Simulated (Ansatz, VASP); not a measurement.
# AlP in VASP and in Ansatz

```
CELL_PARAMETERS angstrom
0.00000 2.75367 2.75367
2.75367 0.00000 2.75367
2.75367 2.75367 0.00000
ATOMIC_POSITIONS crystal
Al 0.00000 0.00000 0.00000
P 0.75000 0.75000 0.75000
```

Alike in both runs: functional PBE; k mesh 8 × 8 × 8; occupations gaussian, width 0.02 eV; no spin polarisation.

Ansatz relaxed the structure, and its values are those at the end. VASP's run is a single point on that final structure, the one shown.

```csv
,VASP,Ansatz
version,VASP 6.6.1,Ansatz 0.2.0
potentials or method,"VASP PAW PBE potentials, release 64 (Al, P), cutoff 500 eV","scalar-relativistic, plane waves, PAW"
valence electrons in the cell,8,8
```

```tsv
	VASP	Ansatz	Ansatz less VASP
gap on the k mesh at the Fermi level (eV)	1.63	1.63	+0.002
least direct gap on the mesh (eV)	3.09	3.09	+0.002
pressure (GPa)	-0.1	0.0	+0.09
```

The functional is the same, so the differences come from potentials, cutoffs and numerics.
